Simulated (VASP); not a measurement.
**N: single point with PBE+D3(BJ)**

The system is N.

```
N
1.0
     8.86210    0.00000    0.00000
     0.00000    8.86210    0.00000
     0.00000    0.00000    8.86210
N
24
Direct
  0.27210 0.43618 0.36414
  0.23963 0.41548 0.24672
  0.73391 0.94865 0.19120
  0.81121 0.86171 0.23968
  0.77224 0.50248 0.45603
  0.71171 0.60281 0.41464
  0.09558 0.78153 0.59230
  0.14323 0.89288 0.56009
  0.74653 0.91571 0.81468
  0.85935 0.86314 0.80583
  0.46984 0.80334 0.24310
  0.38174 0.75896 0.32225
  0.75229 0.29171 0.74546
  0.84767 0.21349 0.71225
  0.81436 0.52031 0.05931
  0.83532 0.58724 0.95515
  0.55518 0.21740 0.13873
  0.59572 0.30887 0.20994
  0.51062 0.97264 0.60424
  0.62949 0.99809 0.55648
  0.44380 0.50950 0.83450
  0.44870 0.55003 0.71573
  0.15555 0.80791 0.01838
  0.16335 0.89849 0.93242
```

```json
{
  "Program": "VASP 6.6.1",
  "Task": "single point",
  "Functional": "PBE",
  "Dispersion": "D3(BJ)",
  "Potentials or basis": "VASP PAW PBE potentials, release 64 (N_h)",
  "Cutoff": "910 eV",
  "k mesh": "1 × 1 × 1",
  "Occupations": "fermi-dirac, width 0.05 eV",
  "Spin": "no spin polarisation"
}
```

```json
{
  "Pressure": "-1.1 GPa",
  "Largest force": "6.575 eV/Å",
  "Band gap on the k mesh": "6.86 eV",
  "Dispersion energy per atom": "-0.044 eV"
}
```

Forces in eV/Å, atoms in the order of the input:
```
N    0.244  0.119  1.062
N   -0.344 -0.181 -1.040
N    1.536 -1.345  0.742
N   -1.017  1.461 -0.809
N    0.095 -0.034  0.036
N   -0.049 -0.006  0.104
N    0.512  0.974 -0.406
N   -0.462 -1.013  0.251
N    0.630 -0.380  0.438
N   -0.583  0.332 -0.011
N   -2.076 -1.010  1.507
N    1.745  0.937 -1.556
N    2.878 -2.334 -0.970
N   -2.775  2.486  0.998
N    0.327  0.817 -1.203
N   -0.261 -0.982  1.266
N   -0.787 -1.489 -1.301
N    0.638  1.491  1.245
N    5.766  1.308 -2.509
N   -6.130 -1.211  2.045
N    0.045  0.483 -1.347
N   -0.063 -0.436  1.352
N    0.080  0.621 -0.592
N    0.050 -0.608  0.699
```

Stress tensor (GPa, compression positive):
```
-2.16  0.30  1.34
 0.30 -0.60  0.78
 1.34  0.78 -0.60
```

Levels at points of the mesh, in eV from the valence-band top:
| k point | band 57 | band 58 | band 59 | band 60 | band 61 | band 62 | band 63 | band 64 |
| --- | --- | --- | --- | --- | --- | --- | --- | --- |
| (0.00, 0.00, 0.00) | -0.24 | -0.21 | -0.04 | 0.00 | 6.86 | 7.01 | 7.12 | 7.23 |

Run time: 3.8 min on 1 thread of Intel(R) Xeon(R) Platinum 8259CL CPU @ 2.50GHz (Skylake/Cascade Lake) (shared host), peak memory 1.1 GiB.

Caveat: the k points lie up to 0.71 Å⁻¹ apart; the cutoff is under 1.25 times the usual one of these potentials, so pressure, stress and relaxed cells hold a basis-set (Pulay) error.
